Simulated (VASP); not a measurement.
# SnSe2: single point with PBE+D3(BJ)

Crystal: SnSe2.

```
Sn Se
1.0
     3.86467    0.00000    0.00000
    -1.93234    3.34691    0.00000
     0.00000    0.00000    6.52391
Sn Se
1 2
Direct
  0.00000 0.00000 0.00000
  0.33333 0.66667 0.24458
  0.66667 0.33333 0.75542
```

- Program: VASP 6.6.1
- Task: single point
- Functional: PBE
- Dispersion: D3(BJ)
- Potentials or basis: VASP PAW PBE potentials, release 64 (Sn_d, Se)
- Cutoff: 500 eV
- k mesh: 12 × 12 × 6
- Occupations: gaussian, width 0.02 eV
- Spin: no spin polarisation

```json
{"Pressure": "-1.4 GPa", "Largest force": "0.010 eV/Å", "Band gap on the k mesh": "0.66 eV (least direct gap 1.11 eV)", "Dispersion energy per atom": "-0.329 eV"}
```

Forces in eV/Å, atoms in the order of the input:
```
Sn   0.000  0.000  0.000
Se   0.000  0.000  0.010
Se   0.000  0.000 -0.010
```

Levels at points of the mesh, in eV from the valence-band top:
```tsv
k point	band 9	band 10	band 11	band 12	band 13	band 14	band 15	band 16	band 17	band 18
(0.00, 0.00, 0.00)	-0.50	-0.50	-0.28	-0.19	-0.19	0.96	3.08	4.60	4.60	7.76
(0.50, 0.00, 0.00)	-4.16	-2.61	-2.27	-1.01	-0.26	1.03	3.79	5.38	5.53	6.52
(0.00, 0.00, 0.50)	-1.81	-0.56	-0.56	-0.10	-0.10	2.19	2.98	4.43	4.43	8.08
(0.50, 0.00, 0.50)	-4.45	-2.16	-1.97	-0.71	-0.51	0.67	4.18	4.76	5.80	5.94
```

It took 3.2 min on 1 thread of Intel Xeon 8259CL (shared host), peak memory 0.3 GiB.

Caveat: spin-orbit coupling is left out, which moves the levels of the heavy elements. A k mesh can miss the band edges.
